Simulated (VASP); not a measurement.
BAs, 4 atoms in the cell. The structure is hexagonal, space group P6_3/mmc (No. 194). Conventional cell: a = 3.350 Å, b = 3.350 Å, c = 9.895 Å, α = 90.00°, β = 90.00°, γ = 120.00°. B (site symmetry -6m2) has 3 As at 1.93 Å within 2.6 Å. Within 2.6 Å of As (site symmetry -6m2) lie 3 B at 1.93 Å.  This cell differs from its parent crystal: volume changed by -3%.

```yaml
Program: VASP 6.6.1
Task: single point
Functional: PBE
Potentials_or_basis: VASP PAW PBE potentials, release 64 (B, As)
Cutoff: 520 eV
k_mesh: 9 × 9 × 2
Occupations: gaussian, width 0.01 eV
Spin: no spin polarisation
Dipole_correction: no
Further_INCAR_settings: ALGO = Normal; EDIFF = 1e-06; NBANDS = 16
```

Potentials or basis: VASP PAW PBE potentials, release 64 (B, As).

Launch:

```sh
$ cat potpaw_PBE.64/B/POTCAR potpaw_PBE.64/As/POTCAR > POTCAR
$ mpirun -np 1 vasp_std > vasp.out
```

Hardware: 1 thread of AMD EPYC 9R45 96-Core Processor (Zen 5), on a shared host.

**Question.** How long does it take, and how much memory?

**Answer.** Run time: 23 s on 1 thread of AMD EPYC 9R45 96-Core Processor (Zen 5) (shared host), peak memory 0.21 GiB. Counts: scf iterations 13, k points 24.
